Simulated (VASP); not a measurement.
# Si2Br3 (P4/mmm) in VASP: single point with PBE

Aim: the single point of Si2Br3 with PBE.

Everything below comes from runs of VASP 6.6.1. Logs are shortened: lines on timing, memory, paths and dates and some standing lists are left out, and cuts for length are marked.

**1. The cell of the first run**

It takes space group P4/mmm (No. 123, tetragonal). The conventional cell has a = 5.544 Å, b = 5.544 Å, c = 5.180 Å, α = 90.00°, β = 90.00°, γ = 90.00°. Within 3.4 Å of Si (site symmetry 4/mmm) lie 2 Br at 2.59 Å. Si (site symmetry 4/mmm) has 16 Br at 3.79 to 4.70 Å and 6 Si at 3.92 to 5.18 Å within 5.2 Å. Within 3.4 Å of Br (site symmetry 4/mmm) lie 2 Si at 2.59 Å and 4 Br at 2.77 Å. Within 4.0 Å of Br (site symmetry mmm) lie 6 Br at 2.77 to 3.92 Å and 8 Si at 3.79 Å.

**2. Single point, PBE**

POSCAR

```
Si2Br3
1.0
    5.5435255429      0.0000000000      0.0000000000
    0.0000000000      5.5435255429      0.0000000000
    0.0000000000      0.0000000000      5.1796234064
Si Br
2 3
Direct
    0.0000000000      0.0000000000      0.5000000000
    0.5000000000      0.5000000000      0.5000000000
    0.0000000000      0.0000000000      0.0000000000
    0.0000000000      0.5000000000      0.0000000000
    0.5000000000      0.0000000000      0.0000000000
```

INCAR.step1

```
PREC = Accurate
ENCUT = 520
EDIFF = 1E-7
ISMEAR = 0
SIGMA = 0.1
LREAL = False
LASPH = True
NELM = 100
ALGO = Normal
ISIF = 2
LWAVE = False
LCHARG = True
GGA = PE
NBANDS = 22
```

KPOINTS.step1

```
Automatic mesh
0
Gamma
  8 8 8
```

INCAR.step2

```
PREC = Accurate
ENCUT = 520
EDIFF = 1E-7
ISMEAR = -5
SIGMA = 0.1
LREAL = False
LASPH = True
NELM = 100
ALGO = Normal
ISIF = 2
LWAVE = False
LCHARG = False
GGA = PE
LORBIT = 10
NEDOS = 2001
ICHARG = 11
```

KPOINTS.step2

```
Automatic mesh
0
Gamma
  12 12 12
```

Potentials or basis: VASP PAW PBE potentials, release 64 (Si, Br).

Launch:

```bash
cat potpaw_PBE.64/Si/POTCAR potpaw_PBE.64/Br/POTCAR > POTCAR
cp INCAR.step1 INCAR
cp KPOINTS.step1 KPOINTS
mpirun -np 1 vasp_std > vasp.out
cp INCAR.step2 INCAR
cp KPOINTS.step2 KPOINTS
mpirun -np 1 vasp_std > vasp.out
```

OUTCAR:

```text
PREC = Accurate
   ENCUT = 520
   EDIFF = 1E-7
   ISMEAR = -5
   LREAL = False
   LASPH = True
   NELM = 100
   ISIF = 2
   GGA = PE
   LORBIT = 10
   ICHARG = 11

 ion  position               nearest neighbor table
   1  0.000  0.000  0.500-   3 2.59   3 2.59
   2  0.500  0.500  0.500-
   3  0.000  0.000  0.000-   1 2.59   1 2.59   5 2.77   4 2.77   4 2.77   5 2.77
   4  0.000  0.500  0.000-   3 2.77   3 2.77
   5  0.500  0.000  0.000-   3 2.77   3 2.77

  LATTYP: Found a simple tetragonal cell.
 ALAT       =     5.5435255429
 C/A-ratio  =     0.9343554686

  Lattice vectors:

 A1 = (   5.5435255429,   0.0000000000,   0.0000000000)
 A2 = (   0.0000000000,   5.5435255429,   0.0000000000)
 A3 = (   0.0000000000,   0.0000000000,   5.1796234064)

Analysis of symmetry for initial positions (statically):
=====================================================================
 Subroutine PRICEL returns:
 Original cell was already a primitive cell.

 Routine SETGRP: Setting up the symmetry group for a
 simple tetragonal supercell.

 Subroutine GETGRP returns: Found 16 space group operations
 (whereof 16 operations were pure point group operations)
 out of a pool of 16 trial point group operations.

The static configuration has the point symmetry D_4h.

Analysis of symmetry for dynamics (positions and initial velocities):
=====================================================================
 Subroutine PRICEL returns:
 Original cell was already a primitive cell.

 Routine SETGRP: Setting up the symmetry group for a
 simple tetragonal supercell.

 Subroutine GETGRP returns: Found 16 space group operations
 (whereof 16 operations were pure point group operations)
 out of a pool of 16 trial point group operations.

The dynamic configuration has the point symmetry D_4h.

 Subroutine INISYM returns: Found 16 space group operations
 (whereof 16 operations are pure point group operations),
 and found     1 'primitive' translations

----------------------------------------------------------------------------------------

                                     Primitive cell

  volume of cell :     159.1733

  direct lattice vectors                    reciprocal lattice vectors
     5.543525543  0.000000000  0.000000000     0.180390618  0.000000000  0.000000000
     0.000000000  5.543525543  0.000000000     0.000000000  0.180390618  0.000000000
     0.000000000  0.000000000  5.179623406     0.000000000  0.000000000  0.193064229

  length of vectors
     5.543525543  5.543525543  5.179623406     0.180390618  0.180390618  0.193064229

  position of ions in fractional coordinates (direct lattice)
     0.000000000  0.000000000  0.500000000
     0.500000000  0.500000000  0.500000000
     0.000000000  0.000000000  0.000000000
     0.000000000  0.500000000  0.000000000
     0.500000000  0.000000000  0.000000000

  ion indices of the primitive-cell ions
   primitive index   ion index
                 1           1
                 2           2
                 3           3
                 4           4
                 5           5

----------------------------------------------------------------------------------------

 KPOINTS: Automatic mesh

Automatic generation of k-mesh.
 Grid dimensions read from file:
 generate k-points for:   12   12   12

 Generating k-lattice:

  Cartesian coordinates                     Fractional coordinates (reciprocal lattice)
     0.015032552  0.000000000  0.000000000     0.083333333  0.000000000  0.000000000
     0.000000000  0.015032552  0.000000000     0.000000000  0.083333333  0.000000000
     0.000000000  0.000000000  0.016088686     0.000000000  0.000000000  0.083333333

  Length of vectors
     0.015032552  0.015032552  0.016088686

  Shift w.r.t. Gamma in fractional coordinates (k-lattice)
     0.000000000  0.000000000  0.000000000

 TETIRR: Found   2592 inequivalent tetrahedra from    10368

 Subroutine IBZKPT returns following result:
 ===========================================

 Found    196 irreducible k-points:

 Following reciprocal coordinates:
            Coordinates               Weight
  0.000000  0.000000  0.000000      1.000000
  0.083333  0.000000  0.000000      4.000000
  0.166667  0.000000  0.000000      4.000000
  0.250000  0.000000  0.000000      4.000000
  0.333333  0.000000  0.000000      4.000000
  0.416667  0.000000  0.000000      4.000000
[... 16 lines left out ...]
  0.333333  0.333333  0.000000      4.000000
  0.416667  0.333333  0.000000      8.000000
 [... further k-points ...]
   k-points           NKPTS =    196   k-points in BZ     NKDIM =    196   number of bands    NBANDS=     18
   number of dos      NEDOS =   2001   number of ions     NIONS =      5
   total plane-waves  NPLWV =  70560
   dimension x,y,z NGX =    42 NGY =   42 NGZ =   40
   dimension x,y,z NGXF=    84 NGYF=   84 NGZF=   80
   ions per type =               2   3
   NGX,Y,Z   is equivalent  to a cutoff of  12.60, 12.60, 12.84 a.u.
   NGXF,Y,Z  is equivalent  to a cutoff of  25.19, 25.19, 25.68 a.u.
 SYSTEM =  unknown system
   PREC   = accura    normal or accurate (medium, high low for compatibility)
   ISTART =      0    job   : 0-new  1-cont  2-samecut
   ICHARG =     11    charge: 1-file 2-atom 10-const
   ISPIN  =      1    spin polarized calculation?
   LNONCOLLINEAR =      F non collinear calculations
   LSORBIT =      F    spin-orbit coupling
   LASPH  =      T    aspherical Exc in radial PAW
   ENCUT  =  520.0 eV  38.22 Ry    6.18 a.u.  10.31 10.31  9.63*2*pi/ulx,y,z
   NELM   =    100;   NELMIN=  2; NELMDL=  0     # of ELM steps
   EDIFF  = 0.1E-06   stopping-criterion for ELM
   LREAL  =      F    real-space projection
   EDIFFG = 0.1E-05   stopping-criterion for IOM
   NSW    =      0    number of steps for IOM
   IBRION =     -1    ionic relax: 0-MD 1-quasi-New 2-CG
   NFREE  =      0    steps in history (QN), initial steepest desc. (CG)
   ISIF   =      2    stress and relaxation
   ISYM   =      2    0-nonsym 1-usesym 2-fastsym
   POTIM  = 0.5000    time-step for ionic-motion
   TEBEG  =    0.0;   TEEND  =   0.0 temperature during run
   PSTRESS=    0.0 pullay stress
   NELECT =      29.0000    total number of electrons
   NUPDOWN=      -1.0000    fix difference up-down
   EMIN   =  10.00;   EMAX   =-10.00  energy-range for DOS
   EFERMI =   0.00;   METHOD = LEGACY
   ISMEAR =    -5;   SIGMA  =   0.10  broadening in eV -4-tet -1-fermi 0-gaus
   EFERMI_NEDOS =   21; number of points for ismear=-14 and -15
   IALGO  =     38    algorithm
   IMIX   =      4    mixing-type and parameters
     AMIX     =   0.40;   BMIX     =  1.00
     AMIX_MAG =   1.60;   BMIX_MAG =  1.00
  volume/ion in A,a.u.               =      31.83       214.83
  Fermi-wavevector in a.u.,A,eV,Ry     =   0.928077  1.753811 11.719067  0.861327
  Thomas-Fermi vector in A             =   2.054215
   LORBIT       =     10    0 simple, 1 ext, 2 COOP (PROOUT), +10 PAW based schemes
   GGA     = PE    functional components
   LHFCALC =     F    Hartree Fock is set to
   AEXX    =    0.0000 exact exchange contribution
   IVDW    =     0    specifies the selected vdW correction
   LEPSILON=     F    determine dielectric tensor
   LRPA    =     F    only Hartree local field effects (RPA)
 non-spin polarized calculation
 Fermi weights with tetrahedron method with Bloechl corrections
  energy-cutoff  :      520.00
  volume of cell :      159.17
 maximum number of plane-waves:      4335
 NGX is ok and might be reduce to    42

 number of electron      29.0000001 magnetization

 Free energy of the ion-electron system (eV)
  ---------------------------------------------------
  ext. energy  EPLUGINS =         0.00000000
  ---------------------------------------------------
  free energy    TOTEN  =       -10.02788279 eV

  energy without entropy =      -10.02788279  energy(sigma->0) =      -10.02788279

 E-fermi :   2.0816     XC(G=0):  -8.1647

 val. band max:        2.1602883422   @ k =   0.1667   0.1667   0.1667
 cond. band min:       2.0356749734   @ k =   0.2500   0.0833   0.2500
 fundamental gap:     -0.1246133687
 Fermi energy:         2.0815769581

 k-point     1 :       0.0000    0.0000    0.0000
  band No.  band energies     occupation
      1     -15.0987      2.00000
      2     -12.5888      2.00000
      3     -12.0707      2.00000
      4      -5.0507      2.00000
      5      -4.4481      2.00000
      6      -4.4481      2.00000
[... 10 lines left out ...]
     17       3.1026      0.00000
     18       4.1955      0.00000

 k-point     2 :       0.0833    0.0000    0.0000
  band No.  band energies     occupation
      1     -15.0870      2.00000
      2     -12.5982      2.00000
      3     -12.0940      2.00000
      4      -5.0414      2.00000
      5      -4.4418      2.00000
      6      -4.3579      2.00000
[... 10 lines left out ...]
     17       3.0774      0.00000
     18       4.1135      0.00000

 k-point     3 :       0.1667    0.0000    0.0000
  band No.  band energies     occupation
      1     -15.0541      2.00000
      2     -12.6288      2.00000
      3     -12.1525      2.00000
      4      -5.0127      2.00000
      5      -4.4243      2.00000
      6      -4.3390      2.00000
[... 10 lines left out ...]
     17       3.0186      0.00000
     18       3.8484      0.00000

 k-point     4 :       0.2500    0.0000    0.0000
  band No.  band energies     occupation
      1     -15.0064      2.00000
      2     -12.6843      2.00000
      3     -12.2182      2.00000
      4      -4.9667      2.00000
      5      -4.3998      2.00000
      6      -4.3126      2.00000
[... 375 lines left out ...]
      4      -4.8783      2.00000
      5      -4.2072      2.00000
      6      -4.1977      2.00000
[... 10 lines left out ...]
     17       2.5259      0.00000
     18       3.7910      0.00000

 k-point    23 :       0.3333    0.3333    0.0000
  band No.  band energies     occupation
      1     -14.7930      2.00000
      2     -12.7777      2.00000
      3     -12.6273      2.00000
      4      -4.9008      2.00000
      5      -4.2084      2.00000
      6      -4.1667      2.00000
[... 10 lines left out ...]
     17       2.5187      0.00000
     18       3.5446      0.00000

 k-point    24 :       0.4167    0.3333    0.0000
  band No.  band energies     occupation
      1     -14.7462      2.00000
      2     -12.8153      2.00000
      3     -12.6854      2.00000
      4      -4.8986      2.00000
      5      -4.1886      2.00000
      6      -4.1760      2.00000
[... 10 lines left out ...]
     17       2.4450      0.00000
     18       3.8301      0.00000

 [... further k-points ...]
[... 5 lines left out ...]
  --------------------------------------------------------------------------------------
  -------------------------------------------------------------------------------------
  Total       -1.7775484     -1.7775484     -1.7167954      0.0000000      0.0000000      0.0000000
  in kB      -17.8921166    -17.8921166    -17.2806005      0.0000000      0.0000000      0.0000000
  external PRESSURE =     -17.6882779 kB  Pullay stress =       0.0000000 kB

 VOLUME and BASIS-vectors are now :
 -----------------------------------------------------------------------------
  energy-cutoff  :      520.00
  volume of cell :      159.17
      direct lattice vectors                 reciprocal lattice vectors
     5.543525543  0.000000000  0.000000000     0.180390618  0.000000000  0.000000000
     0.000000000  5.543525543  0.000000000     0.000000000  0.180390618  0.000000000
     0.000000000  0.000000000  5.179623406     0.000000000  0.000000000  0.193064229

 POSITION                                       TOTAL-FORCE (eV/Angst)
 -----------------------------------------------------------------------------------
      0.00000      0.00000      2.58981         0.000000      0.000000      0.000000
      2.77176      2.77176      2.58981         0.000000      0.000000      0.000000
      0.00000      0.00000      0.00000         0.000000      0.000000      0.000000
      0.00000      2.77176      0.00000         0.000000      0.000000      0.000000
      2.77176      0.00000      0.00000         0.000000      0.000000      0.000000
 -----------------------------------------------------------------------------------
    total drift:                               -0.000000      0.000000     -0.000000

  FREE ENERGIE OF THE ION-ELECTRON SYSTEM (eV)
  ---------------------------------------------------
  free  energy   TOTEN  =       -10.0278827935 eV

  energy  without entropy=      -10.0278827935  energy(sigma->0) =      -10.02788279

 total charge

# of ion       s       p       d       tot
------------------------------------------
    1        0.973   0.508   0.000   1.481
    2        0.985   0.443   0.000   1.429
    3        1.658   3.013   0.078   4.749
    4        1.639   3.101   0.021   4.760
    5        1.639   3.101   0.021   4.760
--------------------------------------------------
tot          6.894  10.166   0.120  17.180
```

It took 14 min on 1 thread of Intel Xeon 8259CL, shared host; peak memory 0.61 GiB.

Results:

- Valence electrons inside the program's atomic spheres: Si 1.48, 1.43; Br 4.75, 4.76 (each value once)

Caveat: an odd number of electrons without spin polarisation forces a metal; a magnetic or distorted state may lie lower.
